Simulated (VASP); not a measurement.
# Cu2As3 (P-3m1) in VASP: a series of runs

The runs below take Cu2As3 through single point, with PBE.

Everything below comes from runs of VASP 6.6.1. Logs are shortened: lines on timing, memory, paths and dates and some standing lists are left out, and cuts for length are marked.

## (1) The cell of the first run

The structure is trigonal, space group P-3m1 (No. 164). Conventional cell: a = 3.975 Å, b = 3.975 Å, c = 5.966 Å, α = 90.00°, β = 90.00°, γ = 120.00°. Within 3.2 Å of As (site symmetry 3m) lie 4 Cu at 2.43 to 2.58 Å and 6 As at 2.91 to 3.11 Å. As (site symmetry -3m) has 6 Cu at 2.63 Å and 6 As at 3.11 Å within 3.5 Å. Cu (site symmetry 3m) has 7 As at 2.43 to 2.63 Å within 3.2 Å.

## (2) Single point, PBE

File INCAR:

```
  PREC = Accurate
  ENCUT = 520
  EDIFF = 1E-6
  ISMEAR = -1
  SIGMA = 0.05
  LREAL = F
  LASPH = T
  NELM = 80
  ALGO = Normal
  ISIF = 2
  LWAVE = F
  LCHARG = F
  GGA = PE
  NBANDS = 26
```

File KPOINTS:

```
Automatic mesh
0
Gamma
  8 8 5
```

File POSCAR:

```
Cu2As3
1.0
    3.9745069770      0.0000000000      0.0000000000
   -1.9872534885      3.4420240096      0.0000000000
    0.0000000000      0.0000000000      5.9658870743
As Cu
3 2
Direct
    0.6666666667      0.3333333333      0.6493380000
    0.3333333333      0.6666666667      0.3506620000
    0.0000000000      0.0000000000      0.0000000000
    0.6666666667      0.3333333333      0.2169690000
    0.3333333333      0.6666666667      0.7830310000
```

Potentials or basis: VASP PAW PBE potentials, release 64 (As, Cu).

On the command line:

```
cat potpaw_PBE.64/As/POTCAR potpaw_PBE.64/Cu/POTCAR > POTCAR
mpirun -np 1 vasp_std > vasp.out
```

OUTCAR:

```text
PREC = Accurate
   ENCUT = 520
   EDIFF = 1E-6
   ISMEAR = -1
   LREAL = F
   LASPH = T
   NELM = 80
   ISIF = 2
   GGA = PE

 ion  position               nearest neighbor table
   1  0.667  0.333  0.649-   5 2.43   5 2.43   5 2.43   4 2.58   2 2.91   2 2.91   2 2.91
   2  0.333  0.667  0.351-   4 2.43   4 2.43   4 2.43   5 2.58   1 2.91   1 2.91   1 2.91
   3  0.000  0.000  0.000-   4 2.63   5 2.63   5 2.63   4 2.63   4 2.63   5 2.63
   4  0.667  0.333  0.217-   2 2.43   2 2.43   2 2.43   1 2.58   3 2.63   3 2.63   3 2.63
   5  0.333  0.667  0.783-   1 2.43   1 2.43   1 2.43   2 2.58   3 2.63   3 2.63   3 2.63

  LATTYP: Found a hexagonal cell.
 ALAT       =     3.9745069770
 C/A-ratio  =     1.5010382694

  Lattice vectors:

 A1 = (   3.9745069770,   0.0000000000,   0.0000000000)
 A2 = (  -1.9872534885,   3.4420240096,   0.0000000000)
 A3 = (   0.0000000000,   0.0000000000,   5.9658870743)

Analysis of symmetry for initial positions (statically):
=====================================================================
 Subroutine PRICEL returns:
 Original cell was already a primitive cell.

 Routine SETGRP: Setting up the symmetry group for a
 hexagonal supercell.

 Subroutine GETGRP returns: Found 12 space group operations
 (whereof 12 operations were pure point group operations)
 out of a pool of 24 trial point group operations.

The static configuration has the point symmetry D_3d.

Analysis of symmetry for dynamics (positions and initial velocities):
=====================================================================
 Subroutine PRICEL returns:
 Original cell was already a primitive cell.

 Routine SETGRP: Setting up the symmetry group for a
 hexagonal supercell.

 Subroutine GETGRP returns: Found 12 space group operations
 (whereof 12 operations were pure point group operations)
 out of a pool of 24 trial point group operations.

The dynamic configuration has the point symmetry D_3d.

 Subroutine INISYM returns: Found 12 space group operations
 (whereof 12 operations are pure point group operations),
 and found     1 'primitive' translations

----------------------------------------------------------------------------------------

                                     Primitive cell

  volume of cell :      81.6154

  direct lattice vectors                    reciprocal lattice vectors
     3.974506977  0.000000000  0.000000000     0.251603534  0.145263368  0.000000000
    -1.987253488  3.442024010  0.000000000     0.000000000  0.290526736  0.000000000
     0.000000000  0.000000000  5.965887074     0.000000000  0.000000000  0.167619666

  length of vectors
     3.974506977  3.974506977  5.965887074     0.290526736  0.290526736  0.167619666

  position of ions in fractional coordinates (direct lattice)
     0.666666667  0.333333333  0.649338000
     0.333333333  0.666666667  0.350662000
     0.000000000  0.000000000  0.000000000
     0.666666667  0.333333333  0.216969000
     0.333333333  0.666666667  0.783031000

  ion indices of the primitive-cell ions
   primitive index   ion index
                 1           1
                 2           2
                 3           3
                 4           4
                 5           5

----------------------------------------------------------------------------------------

 KPOINTS: Automatic mesh

Automatic generation of k-mesh.
 Grid dimensions read from file:
 generate k-points for:    8    8    5

 Generating k-lattice:

  Cartesian coordinates                     Fractional coordinates (reciprocal lattice)
     0.031450442  0.018157921  0.000000000     0.125000000  0.000000000  0.000000000
     0.000000000  0.036315842  0.000000000     0.000000000  0.125000000  0.000000000
     0.000000000  0.000000000  0.033523933     0.000000000  0.000000000  0.200000000

  Length of vectors
     0.036315842  0.036315842  0.033523933

  Shift w.r.t. Gamma in fractional coordinates (k-lattice)
     0.000000000  0.000000000  0.000000000

 Subroutine IBZKPT returns following result:
 ===========================================

 Found     40 irreducible k-points:

 Following reciprocal coordinates:
            Coordinates               Weight
  0.000000  0.000000  0.000000      1.000000
  0.125000  0.000000  0.000000      6.000000
  0.250000  0.000000  0.000000      6.000000
  0.375000 -0.000000  0.000000      6.000000
  0.500000  0.000000  0.000000      3.000000
  0.125000  0.125000  0.000000      6.000000
[... 16 lines left out ...]
 -0.125000  0.500000  0.200000     12.000000
  0.250000  0.250000  0.200000     12.000000
 [... further k-points ...]
   k-points           NKPTS =     40   k-points in BZ     NKDIM =     40   number of bands    NBANDS=     26
   number of dos      NEDOS =    301   number of ions     NIONS =      5
   total plane-waves  NPLWV =  43200
   dimension x,y,z NGX =    30 NGY =   30 NGZ =   48
   dimension x,y,z NGXF=    60 NGYF=   60 NGZF=   96
   ions per type =               3   2
   NGX,Y,Z   is equivalent  to a cutoff of  12.55, 12.55, 13.38 a.u.
   NGXF,Y,Z  is equivalent  to a cutoff of  25.10, 25.10, 26.75 a.u.
 SYSTEM =  unknown system
   PREC   = accura    normal or accurate (medium, high low for compatibility)
   ISTART =      0    job   : 0-new  1-cont  2-samecut
   ICHARG =      2    charge: 1-file 2-atom 10-const
   ISPIN  =      1    spin polarized calculation?
   LNONCOLLINEAR =      F non collinear calculations
   LSORBIT =      F    spin-orbit coupling
   LASPH  =      T    aspherical Exc in radial PAW
   ENCUT  =  520.0 eV  38.22 Ry    6.18 a.u.   7.39  7.39 11.09*2*pi/ulx,y,z
   NELM   =     80;   NELMIN=  2; NELMDL= -5     # of ELM steps
   EDIFF  = 0.1E-05   stopping-criterion for ELM
   LREAL  =      F    real-space projection
   EDIFFG = 0.1E-04   stopping-criterion for IOM
   NSW    =      0    number of steps for IOM
   IBRION =     -1    ionic relax: 0-MD 1-quasi-New 2-CG
   NFREE  =      0    steps in history (QN), initial steepest desc. (CG)
   ISIF   =      2    stress and relaxation
   ISYM   =      2    0-nonsym 1-usesym 2-fastsym
   POTIM  = 0.5000    time-step for ionic-motion
   TEBEG  =    0.0;   TEEND  =   0.0 temperature during run
   PSTRESS=    0.0 pullay stress
   NELECT =      37.0000    total number of electrons
   NUPDOWN=      -1.0000    fix difference up-down
   EMIN   =  10.00;   EMAX   =-10.00  energy-range for DOS
   EFERMI =   0.00;   METHOD = LEGACY
   ISMEAR =    -1;   SIGMA  =   0.05  broadening in eV -4-tet -1-fermi 0-gaus
   EFERMI_NEDOS =   21; number of points for ismear=-14 and -15
   IALGO  =     38    algorithm
   IMIX   =      4    mixing-type and parameters
     AMIX     =   0.40;   BMIX     =  1.00
     AMIX_MAG =   1.60;   BMIX_MAG =  1.00
  volume/ion in A,a.u.               =      16.32       110.15
  Fermi-wavevector in a.u.,A,eV,Ry     =   1.257626  2.376568 21.519273  1.581622
  Thomas-Fermi vector in A             =   2.391275
   LORBIT       =      0    0 simple, 1 ext, 2 COOP (PROOUT), +10 PAW based schemes
   GGA     = PE    functional components
   LHFCALC =     F    Hartree Fock is set to
   AEXX    =    0.0000 exact exchange contribution
   IVDW    =     0    specifies the selected vdW correction
   LEPSILON=     F    determine dielectric tensor
   LRPA    =     F    only Hartree local field effects (RPA)
 non-spin polarized calculation
  energy-cutoff  :      520.00
  volume of cell :       81.62
 maximum number of plane-waves:      2225
 NGX is ok and might be reduce to    30
   NGX = 15   NGY = 15   NGZ = 23

 number of electron      37.0000023 magnetization

 Free energy of the ion-electron system (eV)
  ---------------------------------------------------
  ext. energy  EPLUGINS =         0.00000000
  ---------------------------------------------------
  free energy    TOTEN  =       -20.49014275 eV

  energy without entropy =      -20.47650182  energy(sigma->0) =      -20.48332229

 E-fermi :   6.9499     XC(G=0): -11.1413

 val. band max:        6.9418402464   @ k =   0.0000   0.0000   0.0000
 cond. band min:       6.9540691026   @ k =   0.2500   0.1250   0.2000
 fundamental gap:      0.0122288562
 Fermi energy:         6.9499402809

 k-point     1 :       0.0000    0.0000    0.0000
  band No.  band energies     occupation
      1      -7.5210      2.00000
      2      -4.0678      2.00000
      3      -3.9121      2.00000
      4       2.0883      2.00000
      5       2.0883      2.00000
      6       2.2300      2.00000
[... 18 lines left out ...]
     25      12.5186      0.00000
     26      12.5282      0.00000

 k-point     2 :       0.1250    0.0000    0.0000
  band No.  band energies     occupation
      1      -7.3521      2.00000
      2      -4.0102      2.00000
      3      -3.8370      2.00000
      4       1.6662      2.00000
      5       1.9081      2.00000
      6       2.1098      2.00000
[... 18 lines left out ...]
     25      12.1687      0.00000
     26      12.6783      0.00000

 k-point     3 :       0.2500    0.0000    0.0000
  band No.  band energies     occupation
      1      -6.8585      2.00000
      2      -3.9355      2.00000
      3      -3.6822      2.00000
      4       0.7716      2.00000
      5       1.5251      2.00000
      6       2.1645      2.00000
[... 18 lines left out ...]
     25      12.9276      0.00000
     26      13.8244      0.00000

 k-point     4 :       0.3750   -0.0000    0.0000
  band No.  band energies     occupation
      1      -6.0916      2.00000
      2      -4.2443      2.00000
      3      -3.5172      2.00000
      4       0.4402      2.00000
      5       1.2810      2.00000
      6       2.0625      2.00000
[... 18 lines left out ...]
     25      14.6448      0.00000
     26      14.8067      0.00000
[... 496 lines left out ...]
      1      -5.4224      2.00000
      2      -4.6826      2.00000
      3      -3.5020      2.00000
      4      -0.1166      2.00000
      5       1.3802      2.00000
      6       1.9324      2.00000
[... 18 lines left out ...]
     25      13.8753      0.00000
     26      15.2286      0.00000

 k-point    23 :      -0.1250    0.5000    0.2000
  band No.  band energies     occupation
      1      -5.4956      2.00000
      2      -4.2964      2.00000
      3      -3.9417      2.00000
      4       0.4779      2.00000
      5       1.1804      2.00000
      6       1.8281      2.00000
[... 18 lines left out ...]
     25      14.0788      0.00000
     26      14.9153      0.00000

 k-point    24 :       0.2500    0.2500    0.2000
  band No.  band energies     occupation
      1      -5.5610      2.00000
      2      -4.3166      2.00000
      3      -3.7635      2.00000
      4       0.3199      2.00000
      5       1.3764      2.00000
      6       1.5892      2.00000
[... 18 lines left out ...]
     25      13.9981      0.00000
     26      15.0718      0.00000

 [... further k-points ...]
[... 5 lines left out ...]
  --------------------------------------------------------------------------------------
  -------------------------------------------------------------------------------------
  Total        4.0238484      4.0238484      4.1936527      0.0000000      0.0000000      0.0000000
  in kB       78.9914359     78.9914359     82.3248320      0.0000000      0.0000000      0.0000000
  external PRESSURE =      80.1025679 kB  Pullay stress =       0.0000000 kB

 VOLUME and BASIS-vectors are now :
 -----------------------------------------------------------------------------
  energy-cutoff  :      520.00
  volume of cell :       81.62
      direct lattice vectors                 reciprocal lattice vectors
     3.974506977  0.000000000  0.000000000     0.251603534  0.145263368  0.000000000
    -1.987253488  3.442024010  0.000000000     0.000000000  0.290526736  0.000000000
     0.000000000  0.000000000  5.965887074     0.000000000  0.000000000  0.167619666

 POSITION                                       TOTAL-FORCE (eV/Angst)
 -----------------------------------------------------------------------------------
      1.98725      1.14734      3.87388        -0.000000      0.000000     -0.074909
     -0.00000      2.29468      2.09201         0.000000      0.000000      0.074909
      0.00000      0.00000      0.00000        -0.000000      0.000000      0.000000
      1.98725      1.14734      1.29441        -0.000000     -0.000000     -0.187003
     -0.00000      2.29468      4.67147        -0.000000      0.000000      0.187003
 -----------------------------------------------------------------------------------
    total drift:                                0.000000      0.000000      0.000000

  FREE ENERGIE OF THE ION-ELECTRON SYSTEM (eV)
  ---------------------------------------------------
  free  energy   TOTEN  =       -20.4901427547 eV

  energy  without entropy=      -20.4765018189  energy(sigma->0) =      -20.48332229
```

It took 1.7 min on 1 thread of Intel Xeon Platinum 8259CL at 2.50GHz (Skylake/Cascade Lake), shared host; peak memory 0.24 GiB.

What came out:

```
Free energy   : -20.4901 eV
Pressure      : 8.0 GPa
Largest force : 0.187 eV/Å
```

Forces on the atoms (eV/Å):
```
As   0.000  0.000 -0.075
As   0.000  0.000  0.075
As   0.000  0.000  0.000
Cu   0.000  0.000 -0.187
Cu   0.000  0.000  0.187
```

Stress tensor (GPa, compression positive):
```
7.90 0.00 0.00
0.00 7.90 0.00
0.00 0.00 8.23
```

## (3) Single point, PBE

This run uses another cell than the first one, of 16.67 Å³/atom, 1.021 times its volume.

File INCAR:

```
  PREC = Accurate
  ENCUT = 520
  EDIFF = 1E-6
  ISMEAR = -1
  SIGMA = 0.05
  LREAL = False
  LASPH = True
  NELM = 60
  ALGO = Normal
  ISIF = 2
  LWAVE = False
  LCHARG = False
  GGA = PE
  NBANDS = 26
```

KPOINTS is that of step 2.

Changes to POSCAR since step 2:

```diff
@@ -2,5 +2,5 @@
 1.0
-    3.9745069770      0.0000000000      0.0000000000
-   -1.9872534885      3.4420240096      0.0000000000
-    0.0000000000      0.0000000000      5.9658870743
+    4.0024973849      0.0000000000      0.0000000000
+   -2.0012486925      3.4662644140      0.0000000000
+    0.0000000000      0.0000000000      6.0079017479
 As Cu
```

Potentials or basis: VASP PAW PBE potentials, release 64 (As, Cu).

On the command line:

```
cat potpaw_PBE.64/As/POTCAR potpaw_PBE.64/Cu/POTCAR > POTCAR
mpirun -np 1 vasp_std > vasp.out
```

Run time: 99 s. Hardware: 1 thread of Intel Xeon Platinum 8259CL at 2.50GHz (Skylake/Cascade Lake), shared host; peak memory 0.24 GiB.

The run converged. Its results:

* Free energy: -20.5632 eV
* Pressure: 5.4 GPa
* Largest force: 0.141 eV/Å

Forces in eV/Å, atoms in the order of the input:
```
As   0.000  0.000 -0.064
As   0.000  0.000  0.064
As   0.000  0.000  0.000
Cu   0.000  0.000 -0.141
Cu   0.000  0.000  0.141
```

Stress tensor (GPa, compression positive):
```
5.31 0.00 0.00
0.00 5.31 0.00
0.00 0.00 5.70
```

Levels at points of the mesh, in eV from the Fermi level:
| k point | band 15 | band 16 | band 17 | band 18 | band 19 | band 20 | band 21 | band 22 |
| --- | --- | --- | --- | --- | --- | --- | --- | --- |
| (0.00, 0.00, 0.00) | -1.46 | -0.89 | -0.89 | 0.00 | 0.00 | 1.28 | 1.28 | 1.87 |
| (0.50, 0.00, 0.00) | -3.35 | -2.89 | -2.73 | -0.12 | 0.12 | 0.75 | 1.08 | 1.09 |

## (4) Single point, PBE

This run uses another cell than the first one, of 17.02 Å³/atom, 1.043 times its volume.

Changes to INCAR since step 3:

```diff
@@ -7,3 +7,3 @@
   LASPH = True
-  NELM = 60
+  NELM = 80
   ALGO = Normal
```

File KPOINTS:

```
regular mesh
0
Gamma
  8 8 5
```

Changes to POSCAR since step 3:

```diff
@@ -2,5 +2,5 @@
 1.0
-    4.0024973849      0.0000000000      0.0000000000
-   -2.0012486925      3.4662644140      0.0000000000
-    0.0000000000      0.0000000000      6.0079017479
+    4.0301016875      0.0000000000      0.0000000000
+   -2.0150508438      3.4901704412      0.0000000000
+    0.0000000000      0.0000000000      6.0493368624
 As Cu
```

On the command line:

```
cat potpaw_PBE.64/As/POTCAR potpaw_PBE.64/Cu/POTCAR > POTCAR
mpirun -np 1 vasp_std > vasp.out
```

Wall time 1.8 min (1 thread of Intel Xeon Platinum 8259CL at 2.50GHz (Skylake/Cascade Lake), shared host); peak memory 0.24 GiB.

It converged, with:

| Item | Value |
| --- | --- |
| Free energy | -20.6099 eV |
| Pressure | 3.1 GPa |
| Largest force | 0.100 eV/Å |

Forces on the atoms (eV/Å):
```
As   0.000  0.000 -0.053
As   0.000  0.000  0.053
As   0.000  0.000  0.000
Cu   0.000  0.000 -0.100
Cu   0.000  0.000  0.100
```

Stress tensor (GPa, compression positive):
```
3.00 0.00 0.00
0.00 3.00 0.00
0.00 0.00 3.44
```

Levels at points of the mesh, in eV from the Fermi level:
```
           k point  band 15  band 16  band 17  band 18  band 19  band 20  band 21  band 22
(0.00, 0.00, 0.00)    -1.46    -0.86    -0.86     0.02     0.02     1.26     1.26     1.85
(0.50, 0.00, 0.00)    -3.26    -2.83    -2.69    -0.09     0.12     0.71     1.07     1.12
```

## (5) Single point, PBE

This run uses another cell than the first one, of 17.36 Å³/atom, 1.064 times its volume.

File INCAR:

```
PREC = Accurate
ENCUT = 520
EDIFF = 1E-7
ISMEAR = -1
SIGMA = 0.05
LREAL = False
LASPH = True
NELM = 60
ALGO = Normal
ISIF = 2
LWAVE = False
LCHARG = False
GGA = PE
NBANDS = 26
```

KPOINTS is that of step 4.

Changes to POSCAR since step 4:

```diff
@@ -2,5 +2,5 @@
 1.0
-    4.0301016875      0.0000000000      0.0000000000
-   -2.0150508438      3.4901704412      0.0000000000
-    0.0000000000      0.0000000000      6.0493368624
+    4.0573329303      0.0000000000      0.0000000000
+   -2.0286664652      3.5137533893      0.0000000000
+    0.0000000000      0.0000000000      6.0902120000
 As Cu
```

On the command line:

```
cat potpaw_PBE.64/As/POTCAR potpaw_PBE.64/Cu/POTCAR > POTCAR
mpirun -np 1 vasp_std > vasp.out
```

Run time: 1.9 min. Hardware: 1 thread of Intel Xeon Platinum 8259CL at 2.50GHz (Skylake/Cascade Lake), shared host; peak memory 0.24 GiB.

It converged, with:

```
Free energy   : -20.6330 eV
Pressure      : 1.1 GPa
Largest force : 0.062 eV/Å
```

Forces in eV/Å, atoms in the order of the input:
```
As   0.000  0.000 -0.043
As   0.000  0.000  0.043
As   0.000  0.000  0.000
Cu   0.000  0.000 -0.062
Cu   0.000  0.000  0.062
```

Stress tensor (GPa, compression positive):
```
0.95 0.00 0.00
0.00 0.95 0.00
0.00 0.00 1.44
```

Levels at points of the mesh, in eV from the Fermi level:
| k point | band 16 | band 17 | band 18 | band 19 | band 20 | band 21 |
| --- | --- | --- | --- | --- | --- | --- |
| (0.00, 0.00, 0.00) | -0.83 | -0.83 | 0.03 | 0.03 | 1.24 | 1.24 |
| (0.50, 0.00, 0.00) | -2.76 | -2.65 | -0.06 | 0.11 | 0.68 | 1.06 |

## (6) Overview

```csv
cell,gap on the mesh (eV),pressure (GPa),largest force (eV/Å)
"a = 3.975, b = 3.975, c = 5.966 Å, angles 90.0, 90.0, 120.0°, 5 atoms",none,8.0,0.19
"a = 4.002, b = 4.002, c = 6.008 Å, angles 90.0, 90.0, 120.0°, 5 atoms",none,5.4,0.14
"a = 4.030, b = 4.030, c = 6.049 Å, angles 90.0, 90.0, 120.0°, 5 atoms",none,3.1,0.10
"a = 4.057, b = 4.057, c = 6.090 Å, angles 90.0, 90.0, 120.0°, 5 atoms",none,1.1,0.06
```

Alike in all rows: task single point; level PBE; potentials or basis VASP PAW PBE potentials, release 64 (As, Cu); no spin polarisation; k mesh 8 × 8 × 5; cutoff (eV) 520; smearing fermi-dirac 0.05 eV.

Total energies depend on the potentials used, so only differences within one code and one set of settings carry meaning.
